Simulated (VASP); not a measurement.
Here is a VASP 6.6.1 calculation.

INCAR

```
PREC = Accurate ; ENCUT = 520
EDIFF = 1E-6 ; ISMEAR = -1
SIGMA = 0.1 ; LREAL = False
LASPH = True ; NELM = 100
ALGO = Normal ; ISIF = 2
LWAVE = False ; LCHARG = False
NBANDS = 22
```

The input KPOINTS:

```
Automatic mesh
0
Gamma
  9 9 13
```

File POSCAR:

```
Pt
1.0
    4.3239790141      0.0000000000      0.0000000000
   -2.1619895070      3.7446756716      0.0000000000
    0.0000000000      0.0000000000      2.5761831546
Pt
3
Direct
    1.0000000000      1.0000000000      1.0000000000
    0.3333333333      0.6666666667      0.5000000000
    0.6666666667      0.3333333333      0.5000000000
```

Potentials or basis: VASP PAW LDA potentials, release 64 (Pt).

The run is started by

```console
$ cat potpaw_LDA.64/Pt/POTCAR > POTCAR
$ mpirun -np 1 vasp_std > vasp.out
```

(1) Estimate the band gap on the k mesh.

(2) Estimate the pressure.

Answers

(1) zero (band 15 reaches 14.00 eV, above the bottom of band 16 at 12.42 eV).

(2) 31.3 GPa.

Caveat: spin-orbit coupling is left out, which moves the levels of the heavy elements.
